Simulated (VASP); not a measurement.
Set up this calculation in VASP 6.6.1, as the native input.

```
Task                   : single point
Functional             : PBE
Potentials or basis    : VASP PAW PBE potentials, release 64 (Zr_sv)
Cutoff                 : 520 eV
k mesh                 : 10 × 10 × 5
Occupations            : fermi-dirac, width 0.1 eV
Spin                   : no spin polarisation
Dipole correction      : no
Further INCAR settings : ALGO = Normal; EDIFF = 1e-06; NBANDS = 19
```

The structure of Zr lies in POSCAR:

```
Zr
1.0
    3.2068498759      0.0000000000      0.0000000000
   -1.6034249380      2.7772134587      0.0000000000
    0.0000000000      0.0000000000      5.1432256893
Zr
2
Direct
    0.3333333333      0.6666666667      0.2500000000
    0.6666666667      0.3333333333      0.7500000000
```

The input as run:

INCAR

```
SYSTEM = Zr
PREC = Accurate
ENCUT = 520
EDIFF = 1E-6
ISMEAR = -1
SIGMA = 0.1
LREAL = .False.
LASPH = .True.
NELM = 80
ALGO = Normal
ISIF = 2
LWAVE = .False.
LCHARG = .True.
GGA = PE
LELF = .True.
LVHAR = .True.
NBANDS = 19
```

KPOINTS

```
Automatic mesh
0
Gamma
  10 10 5
  0 0 0
```

Potentials or basis: VASP PAW PBE potentials, release 64 (Zr_sv).

Run with:

```sh
$ cat potpaw_PBE.64/Zr_sv/POTCAR > POTCAR
$ mpirun -np 1 vasp_std > vasp.out
```

Results of the run:

The pressure is 2.0 GPa and the band gap on the k mesh is zero (bands 12 and 13 overlap by 1.19 eV).

It took 14 s on 1 thread of Intel(R) Xeon(R) Platinum 8488C (Sapphire Rapids), on a shared host, peak memory 0.17 GiB.
